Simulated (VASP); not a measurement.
BN (zincblende type), 2 atoms in the cell. The structure is cubic, space group F-43m (No. 216). The conventional cell has a = 3.610 Å, b = 3.610 Å, c = 3.610 Å, α = 90.00°, β = 90.00°, γ = 90.00°. B (site symmetry -43m) has 4 N at 1.56 Å within 2.1 Å. Within 2.1 Å of N (site symmetry -43m) lie 4 B at 1.56 Å. 

```yaml
Program: VASP 6.6.1
Task: single point
Functional: r2SCAN
Potentials_or_basis: VASP PAW PBE potentials, release 64 (B, N)
Cutoff: 520 eV
k_mesh: 13 × 13 × 13
Occupations: fermi-dirac, width 0.02 eV
Spin: no spin polarisation
Dipole_correction: no
Further_INCAR_settings: ALGO = Normal; EDIFF = 1e-06; NBANDS = 11
```

Potentials or basis: VASP PAW PBE potentials, release 64 (B, N).

Command:

```bash
$ cat potpaw_PBE.64/B/POTCAR potpaw_PBE.64/N/POTCAR > POTCAR
$ cp INCAR.step1 INCAR
$ mpirun -np 1 vasp_std > vasp.out
$ cp INCAR.step2 INCAR
$ mpirun -np 1 vasp_std > vasp.out
```

Hardware: 1 thread of Intel Xeon 8259CL, with other jobs on the host.

Estimate the wall time of this run.

It took 65 s on 1 thread of Intel Xeon 8259CL, on a shared host, peak memory 0.13 GiB. Counts: k points 84.
